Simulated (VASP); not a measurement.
# Al (P6_3/mmc) in VASP: notebook

The runs below take Al through single point, with PBE+D3(BJ).

Program: VASP 6.6.1. These are calculated values, not measurements. Logs are shortened: lines on timing, memory, paths and dates and some standing lists are left out, and cuts for length are marked.

### Step 1. The cell of the first run

It takes space group P6_3/mmc (No. 194, hexagonal). The conventional cell has a = 2.814 Å, b = 2.814 Å, c = 10.040 Å, α = 90.00°, β = 90.00°, γ = 120.00°. Within 3.7 Å of Al (site symmetry -3m) lie 12 Al at 2.81 to 2.99 Å. Al (site symmetry -6m2) has 12 Al at 2.81 to 2.99 Å within 3.7 Å.

This isn't the form of Al at room conditions, which is fcc.

### Step 2. Single point, PBE+D3(BJ)

INCAR

```
PREC = Accurate ; ENCUT = 520
EDIFF = 1E-6 ; ISMEAR = 0
SIGMA = 0.15 ; LREAL = False
LASPH = True ; NELM = 80
ALGO = Normal ; ISIF = 2
LWAVE = False ; LCHARG = False
GGA = PE ; IVDW = 12
NBANDS = 14
```

KPOINTS

```
regular mesh
0
Gamma
  18 18 4
```

POSCAR

```
Al
1.0
    2.8144222649      0.0000000000      0.0000000000
   -1.4072111325      2.4373611784      0.0000000000
    0.0000000000      0.0000000000     10.0395000000
Al
4
Direct
    0.0000000000      0.0000000000      0.0000000000
    0.3333333333      0.6666666667      0.2500000000
    0.0000000000      0.0000000000      0.5000000000
    0.6666666667      0.3333333333      0.7500000000
```

Potentials or basis: VASP PAW PBE potentials, release 64 (Al).

Command:

```console
$ cat potpaw_PBE.64/Al/POTCAR > POTCAR
$ mpirun -np 1 vasp_std > vasp.out
```

OUTCAR:

```text
PREC = Accurate
   ENCUT = 520
   EDIFF = 1E-6
   ISMEAR = 0
   LREAL = False
   LASPH = True
   NELM = 80
   ISIF = 2
   GGA = PE
   IVDW = 12
 IVDW          = 12

 ion  position               nearest neighbor table
   1  0.000  0.000  0.000-   2 2.99   4 2.99   4 2.99   2 2.99   4 2.99   2 2.99
   2  0.333  0.667  0.250-   1 2.99   3 2.99   1 2.99   3 2.99   1 2.99   3 2.99
   3  0.000  0.000  0.500-   2 2.99   4 2.99   4 2.99   2 2.99   4 2.99   2 2.99
   4  0.667  0.333  0.750-   1 2.99   3 2.99   1 2.99   3 2.99   1 2.99   3 2.99

  LATTYP: Found a hexagonal cell.
 ALAT       =     2.8144222649
 C/A-ratio  =     3.5671619448

  Lattice vectors:

 A1 = (   2.8144222649,   0.0000000000,   0.0000000000)
 A2 = (  -1.4072111325,   2.4373611784,   0.0000000000)
 A3 = (   0.0000000000,   0.0000000000,  10.0395000000)

Analysis of symmetry for initial positions (statically):
=====================================================================
 Subroutine PRICEL returns:
 Original cell was already a primitive cell.

 Routine SETGRP: Setting up the symmetry group for a
 hexagonal supercell.

 Subroutine GETGRP returns: Found 24 space group operations
 (whereof 12 operations were pure point group operations)
 out of a pool of 24 trial point group operations.

The static configuration has the point symmetry D_3d.
 The point group associated with its full space group is D_6h.

Analysis of symmetry for dynamics (positions and initial velocities):
=====================================================================
 Subroutine PRICEL returns:
 Original cell was already a primitive cell.

 Routine SETGRP: Setting up the symmetry group for a
 hexagonal supercell.

 Subroutine GETGRP returns: Found 24 space group operations
 (whereof 12 operations were pure point group operations)
 out of a pool of 24 trial point group operations.

The dynamic configuration has the point symmetry D_3d.
 The point group associated with its full space group is D_6h.

 Subroutine INISYM returns: Found 24 space group operations
 (whereof 12 operations are pure point group operations),
 and found     1 'primitive' translations

----------------------------------------------------------------------------------------

                                     Primitive cell

  volume of cell :      68.8686

  direct lattice vectors                    reciprocal lattice vectors
     2.814422265  0.000000000  0.000000000     0.355312709  0.205139888  0.000000000
    -1.407211133  2.437361178  0.000000000     0.000000000  0.410279777  0.000000000
     0.000000000  0.000000000 10.039500000     0.000000000  0.000000000  0.099606554

  length of vectors
     2.814422265  2.814422265 10.039500000     0.410279777  0.410279777  0.099606554

  position of ions in fractional coordinates (direct lattice)
     0.000000000  0.000000000  0.000000000
     0.333333333  0.666666667  0.250000000
     0.000000000  0.000000000  0.500000000
     0.666666667  0.333333333  0.750000000

  ion indices of the primitive-cell ions
   primitive index   ion index
                 1           1
                 2           2
                 3           3
                 4           4

----------------------------------------------------------------------------------------

 KPOINTS: regular mesh

Automatic generation of k-mesh.
 Grid dimensions read from file:
 generate k-points for:   18   18    4

 Generating k-lattice:

  Cartesian coordinates                     Fractional coordinates (reciprocal lattice)
     0.019739595  0.011396660  0.000000000     0.055555556 -0.000000000  0.000000000
     0.000000000  0.022793321  0.000000000     0.000000000  0.055555556  0.000000000
     0.000000000  0.000000000  0.024901639     0.000000000  0.000000000  0.250000000

  Length of vectors
     0.022793321  0.022793321  0.024901639

  Shift w.r.t. Gamma in fractional coordinates (k-lattice)
     0.000000000  0.000000000  0.000000000

 Subroutine IBZKPT returns following result:
 ===========================================

 Found    111 irreducible k-points:

 Following reciprocal coordinates:
            Coordinates               Weight
  0.000000  0.000000  0.000000      1.000000
  0.055556 -0.000000  0.000000      6.000000
  0.111111 -0.000000  0.000000      6.000000
  0.166667  0.000000  0.000000      6.000000
  0.222222 -0.000000  0.000000      6.000000
  0.277778  0.000000  0.000000      6.000000
[... 16 lines left out ...]
  0.333333  0.111111  0.000000     12.000000
  0.388889  0.111111  0.000000     12.000000
 [... further k-points ...]
   k-points           NKPTS =    111   k-points in BZ     NKDIM =    111   number of bands    NBANDS=     14
   number of dos      NEDOS =    301   number of ions     NIONS =      4
   total plane-waves  NPLWV =  46080
   dimension x,y,z NGX =    24 NGY =   24 NGZ =   80
   dimension x,y,z NGXF=    48 NGYF=   48 NGZF=  160
   ions per type =               4
   NGX,Y,Z   is equivalent  to a cutoff of  14.18, 14.18, 13.25 a.u.
   NGXF,Y,Z  is equivalent  to a cutoff of  28.35, 28.35, 26.49 a.u.
 SYSTEM =  unknown system
   PREC   = accura    normal or accurate (medium, high low for compatibility)
   ISTART =      0    job   : 0-new  1-cont  2-samecut
   ICHARG =      2    charge: 1-file 2-atom 10-const
   ISPIN  =      1    spin polarized calculation?
   LNONCOLLINEAR =      F non collinear calculations
   LSORBIT =      F    spin-orbit coupling
   LASPH  =      T    aspherical Exc in radial PAW
   ENCUT  =  520.0 eV  38.22 Ry    6.18 a.u.   5.23  5.23 18.67*2*pi/ulx,y,z
   NELM   =     80;   NELMIN=  2; NELMDL= -5     # of ELM steps
   EDIFF  = 0.1E-05   stopping-criterion for ELM
   LREAL  =      F    real-space projection
   EDIFFG = 0.1E-04   stopping-criterion for IOM
   NSW    =      0    number of steps for IOM
   IBRION =     -1    ionic relax: 0-MD 1-quasi-New 2-CG
   NFREE  =      0    steps in history (QN), initial steepest desc. (CG)
   ISIF   =      2    stress and relaxation
   ISYM   =      2    0-nonsym 1-usesym 2-fastsym
   POTIM  = 0.5000    time-step for ionic-motion
   TEBEG  =    0.0;   TEEND  =   0.0 temperature during run
   PSTRESS=    0.0 pullay stress
   NELECT =      12.0000    total number of electrons
   NUPDOWN=      -1.0000    fix difference up-down
   EMIN   =  10.00;   EMAX   =-10.00  energy-range for DOS
   EFERMI =   0.00;   METHOD = LEGACY
   ISMEAR =     0;   SIGMA  =   0.15  broadening in eV -4-tet -1-fermi 0-gaus
   EFERMI_NEDOS =   21; number of points for ismear=-14 and -15
   IALGO  =     38    algorithm
   IMIX   =      4    mixing-type and parameters
     AMIX     =   0.40;   BMIX     =  1.00
     AMIX_MAG =   1.60;   BMIX_MAG =  1.00
  volume/ion in A,a.u.               =      17.22       116.19
  Fermi-wavevector in a.u.,A,eV,Ry     =   0.914383  1.727933 11.375782  0.836096
  Thomas-Fermi vector in A             =   2.039004
   LORBIT       =      0    0 simple, 1 ext, 2 COOP (PROOUT), +10 PAW based schemes
   GGA     = PE    functional components
   LHFCALC =     F    Hartree Fock is set to
   AEXX    =    0.0000 exact exchange contribution
   IVDW    =    12    specifies the selected vdW correction
   LEPSILON=     F    determine dielectric tensor
   LRPA    =     F    only Hartree local field effects (RPA)
 non-spin polarized calculation
 Gauss-broadening in eV      SIGMA  =   0.15
  energy-cutoff  :      520.00
  volume of cell :       68.87
 maximum number of plane-waves:      1872
 NGX is ok and might be reduce to    24
   NGX = 11   NGY = 11   NGZ = 37

 number of electron      12.0000000 magnetization

 Free energy of the ion-electron system (eV)
  ---------------------------------------------------
  ext. energy  EPLUGINS =         0.00000000
  ---------------------------------------------------
  free energy    TOTEN  =       -14.86401419 eV

  energy without entropy =      -14.84590750  energy(sigma->0) =      -14.85496085

 E-fermi :   7.5472     XC(G=0): -10.0394

 val. band max:        7.5302450004   @ k =   0.3333   0.0000   0.5000
 cond. band min:       7.5699175588   @ k =   0.2222   0.1111   0.5000
 fundamental gap:      0.0396725584
 Fermi energy:         7.5471724861

 k-point     1 :       0.0000    0.0000    0.0000
  band No.  band energies     occupation
      1      -3.2888      2.00000
      2      -1.8352      2.00000
      3      -1.8274      2.00000
      4       2.2003      2.00000
      5       2.7483      2.00000
      6       9.3982      0.00000
      7       9.4035      0.00000
      8      18.0519      0.00000
      9      18.6886      0.00000
     10      19.2522      0.00000
     11      19.2522      0.00000
     12      19.3525      0.00000
     13      19.3525      0.00000
     14      20.1915      0.00000

 k-point     2 :       0.0556   -0.0000    0.0000
  band No.  band energies     occupation
      1      -3.2119      2.00000
      2      -1.7590      2.00000
      3      -1.7512      2.00000
      4       2.2760      2.00000
      5       2.8204      2.00000
      6       9.4660      0.00000
      7       9.4718      0.00000
      8      17.4639      0.00000
      9      18.0308      0.00000
     10      18.1880      0.00000
     11      18.6353      0.00000
     12      18.8445      0.00000
     13      18.8661      0.00000
     14      19.3872      0.00000

 k-point     3 :       0.1111   -0.0000    0.0000
  band No.  band energies     occupation
      1      -2.9814      2.00000
      2      -1.5306      2.00000
      3      -1.5229      2.00000
      4       2.5023      2.00000
      5       3.0368      2.00000
      6       9.6668      0.00000
      7       9.6750      0.00000
      8      15.3959      0.00000
      9      16.5387      0.00000
     10      16.6702      0.00000
     11      17.2054      0.00000
     12      18.1422      0.00000
     13      18.4285      0.00000
     14      18.4355      0.00000

 k-point     4 :       0.1667    0.0000    0.0000
  band No.  band energies     occupation
      1      -2.5981      2.00000
      2      -1.1508      2.00000
      3      -1.1431      2.00000
      4       2.8773      2.00000
      5       3.3973      2.00000
      6       9.9871      0.00000
      7      10.0052      0.00000
      8      13.3163      0.00000
      9      14.5055      0.00000
     10      14.6076      0.00000
     11      16.3545      0.00000
     12      17.3449      0.00000
     13      17.5877      0.00000
     14      17.5970      0.00000

 k-point     5 :       0.2222   -0.0000    0.0000
  band No.  band energies     occupation
      1      -2.0632      2.00000
      2      -0.6209      2.00000
      3      -0.6134      2.00000
      4       3.3969      2.00000
      5       3.9017      2.00000
      6      10.2976      0.00000
      7      10.4217      0.00000
      8      11.4646      0.00000
      9      12.5215      0.00000
     10      12.6739      0.00000
     11      15.6356      0.00000
[... 276 lines left out ...]
 k-point    22 :       0.2778    0.1111    0.0000
  band No.  band energies     occupation
      1      -0.3202      2.00000
      2       1.1047      2.00000
      3       1.1111      2.00000
      4       5.0293      2.00000
      5       5.5509      2.00000
      6       7.7121      0.11995
      7       8.9863      0.00000
      8       9.0677      0.00000
      9      11.2942      0.00000
     10      11.9442      0.00000
     11      12.1193      0.00000
     12      12.8103      0.00000
     13      12.9856      0.00000
     14      13.5753      0.00000

 k-point    23 :       0.3333    0.1111    0.0000
  band No.  band energies     occupation
      1       0.6551      2.00000
      2       2.0680      2.00000
      3       2.0729      2.00000
      4       5.5516      2.00000
      5       6.4157      2.00000
      6       6.4343      2.00000
      7       7.4319      1.72287
      8       7.4965      1.36731
      9      10.7157      0.00000
     10      11.5914      0.00000
     11      11.6685      0.00000
     12      12.2380      0.00000
     13      12.6640      0.00000
     14      13.4396      0.00000

 k-point    24 :       0.3889    0.1111    0.0000
  band No.  band energies     occupation
      1       1.7706      2.00000
      2       3.1611      2.00000
      3       3.1613      2.00000
      4       4.3843      2.00000
      5       5.8112      2.00000
      6       5.8267      2.00000
      7       7.3029      1.97872
      8       7.6221      0.47994
      9       9.6218      0.00000
     10      10.2120      0.00000
     11      11.1875      0.00000
     12      12.2187      0.00000
     13      12.4709      0.00000
     14      14.2513      0.00000

 [... further k-points ...]

------------------------ aborting loop because EDIFF is reached ----------------------------------------

 Edisp (eV)   -1.28805

 E8    (eV) :    -0.5759

  FORCE on cell =-STRESS in cart. coord.  units (eV):
  Direction    XX          YY          ZZ          XY          YZ          ZX
  --------------------------------------------------------------------------------------
  -------------------------------------------------------------------------------------
  Total      -1.43742    -1.43742    -3.76090     0.00000    -0.00000     0.00000
  in kB     -33.44060   -33.44060   -87.49455     0.00000    -0.00000     0.00000
  external pressure =      -51.46 kB  Pullay stress =        0.00 kB

 VOLUME and BASIS-vectors are now :
 -----------------------------------------------------------------------------
  energy-cutoff  :      520.00
  volume of cell :       68.87
      direct lattice vectors                 reciprocal lattice vectors
     2.814422265  0.000000000  0.000000000     0.355312709  0.205139888  0.000000000
    -1.407211133  2.437361178  0.000000000     0.000000000  0.410279777  0.000000000
     0.000000000  0.000000000 10.039500000     0.000000000  0.000000000  0.099606554

 POSITION                                       TOTAL-FORCE (eV/Angst)
 -----------------------------------------------------------------------------------
      0.00000      0.00000      0.00000        -0.000000      0.000000      0.000000
     -0.00000      1.62491      2.50988         0.000000     -0.000000      0.000000
      0.00000      0.00000      5.01975        -0.000000      0.000000      0.000000
      1.40721      0.81245      7.52963        -0.000000      0.000000      0.000000
 -----------------------------------------------------------------------------------
    total drift:                               -0.000000     -0.000000      0.000000

  FREE ENERGIE OF THE ION-ELECTRON SYSTEM (eV)
  ---------------------------------------------------
  free  energy   TOTEN  =       -16.1520668337 eV

  energy  without entropy=      -16.1339601383  energy(sigma->0) =      -16.14301349
```

Wall time 74 s (1 thread of AMD EPYC 7R13, shared host); peak memory 0.21 GiB.

Results:

```
Free energy                : -16.1521 eV
Pressure                   : -5.1 GPa
Band gap on the k mesh     : zero (bands 6 and 7 overlap by 4.18 eV)
Dispersion energy per atom : -0.322 eV
```

Levels at points of the mesh, in eV from the Fermi level:
```
           k point  band 4  band 5  band 6  band 7  band 8  band 9
(0.00, 0.00, 0.00)   -5.35   -4.80    1.85    1.86   10.50   11.14
(0.50, 0.00, 0.00)   -3.61   -3.04   -3.01    0.52    0.87    0.89
(0.00, 0.00, 0.50)   -7.58   -1.91   -1.91    6.17    6.17   11.99
(0.50, 0.00, 0.50)   -4.37   -1.83   -1.83   -1.23   -1.23    3.69
```

Caveat: the cell stands under tension.

### Step 3. Single point, PBE+D3(BJ)

This run uses another cell than the first one, of 17.36 Å³/atom.

INCAR

```
SYSTEM = Al
  PREC = Accurate
  ENCUT = 520
  EDIFF = 1E-7
  ISMEAR = 0
  SIGMA = 0.15
  LREAL = .False.
  LASPH = .True.
  NELM = 100
  ALGO = Normal
  ISIF = 2
  LWAVE = .False.
  LCHARG = .False.
  GGA = PE
  IVDW = 12
  NBANDS = 14
```

KPOINTS

```
Automatic mesh
0
Gamma
  18 18 4
  0 0 0
```

POSCAR

```
Al
1.0
    3.0114000000      0.0000000000      0.0000000000
   -1.5057000000      2.6079489009      0.0000000000
    0.0000000000      0.0000000000      8.8418000000
Al
4
Direct
    0.0000000000      0.0000000000      0.0000000000
    0.3333333333      0.6666666667      0.2500000000
    0.0000000000      0.0000000000      0.5000000000
    0.6666666667      0.3333333333      0.7500000000
```

Potentials or basis: VASP PAW PBE potentials, release 64 (Al).

Command:

```console
$ cat potpaw_PBE.64/Al/POTCAR > POTCAR
$ mpirun -np 1 vasp_std > vasp.out
```

It took 96 s on 1 thread of AMD EPYC 7R13, shared host; peak memory 0.21 GiB.

Results (log left out):

| Quantity | Value |
| --- | --- |
| Free energy | -16.0945 eV |
| Pressure | -5.3 GPa |
| Band gap on the k mesh | zero (bands 6 and 7 overlap by 7.12 eV) |
| Dispersion energy per atom | -0.319 eV |

Stress tensor (GPa, compression positive):
```
-7.53  0.00  0.00
 0.00 -7.53  0.00
 0.00  0.00 -0.98
```

Levels at points of the mesh, in eV from the Fermi level:
```tsv
k point	band 4	band 5	band 6	band 7	band 8	band 9
(0.00, 0.00, 0.00)	-3.74	-2.96	5.39	5.43	8.68	8.68
(0.50, 0.00, 0.00)	-3.71	-3.51	-3.26	1.05	1.58	2.20
(0.00, 0.00, 0.50)	-6.57	0.68	0.68	9.00	9.00	9.00
(0.50, 0.00, 0.50)	-4.82	-1.67	-1.67	-0.99	-0.99	4.61
```

Caveat: the cell stands under tension.
